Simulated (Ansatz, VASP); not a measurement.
## C in VASP and in Ansatz

The input INCAR:

```
PREC = Accurate
ENCUT = 520
EDIFF = 1E-6
ISMEAR = 0
SIGMA = 0.05
LREAL = F
LASPH = T
NELM = 100
ALGO = Normal
ISIF = 2
LWAVE = F
LCHARG = F
GGA = CA
NBANDS = 26
```

Contents of KPOINTS:

```
regular mesh
0
Gamma
  8 8 8
```

POSCAR

```
C
1.0
   -2.4103982985      2.4103982985      2.4465542730
    2.4103982985     -2.4103982985      2.4465542730
    2.4103982985      2.4103982985     -2.4465542730
C
8
Direct
    0.3254710859      0.0000000000      0.0000000000
    0.6745289141      0.6745289141      0.6745289141
    0.0000000000      0.3254710859      0.0000000000
    0.0000000000      0.0000000000      0.3254710859
    0.0000000000      0.6745289141      0.0000000000
    0.3254710859      0.3254710859      0.3254710859
    0.6745289141      0.0000000000      0.0000000000
    0.0000000000      0.0000000000      0.6745289141
```

Input for Ansatz:

```yaml
crystal:
  lattice:
    - [-2.4103982985, 2.4103982985, 2.446554273]
    - [2.4103982985, -2.4103982985, 2.446554273]
    - [2.4103982985, 2.4103982985, -2.446554273]
  atoms:
    - { symbol: C, position: [0.3254710859, 0.0, 0.0] }
    - { symbol: C, position: [0.6745289141, 0.6745289141, 0.6745289141] }
    - { symbol: C, position: [0.0, 0.3254710859, 0.0] }
    - { symbol: C, position: [0.0, 0.0, 0.3254710859] }
    - { symbol: C, position: [0.0, 0.6745289141, 0.0] }
    - { symbol: C, position: [0.3254710859, 0.3254710859, 0.3254710859] }
    - { symbol: C, position: [0.6745289141, 0.0, 0.0] }
    - { symbol: C, position: [0.0, 0.0, 0.6745289141] }
basis:
  ecutwfc: 420
kpoints:
  mp_grid: { grid: [8, 8, 8] }
hamiltonian:
  xc: lda
scf:
  occupations: { method: gaussian, width: 0.05 }
output:
  forces: true
  stress: true
  eigenvalues: true
  write_density: true
  write_potential: true
  elf: true
  volumetric_format: npy
```

Change from the starting cell: strain +0.000 along x and y, +0.015 along z, atoms carried along.

Alike in both runs: task single point; functional LDA; k mesh 8 × 8 × 8; occupations gaussian, width 0.05 eV; no spin polarisation.

```csv
,VASP,Ansatz
version,VASP 6.6.1,Ansatz 0.2.0
potentials or method,"VASP PAW LDA potentials, release 64 (C), cutoff 520 eV","scalar-relativistic, plane waves, PAW"
valence electrons in the cell,32,32
```

```tsv
	VASP	Ansatz	Ansatz less VASP
gap on the k mesh at the Fermi level (eV)	2.91	2.92	+0.011
least direct gap on the mesh (eV)	3.74	3.76	+0.020
pressure (GPa)	-3.9	-4.9	-1.04
traceless stress, the component that is largest in VASP (GPa)	-5.62	-5.58	+0.039
rms of the force components (eV/Å)	0.164	0.165	+0.0011
```

LDA's correlation is that of Perdew and Zunger in VASP and of Perdew and Wang (1992) in Ansatz. Atom by atom the forces differ by 0.027 eV/Å (rms over components).
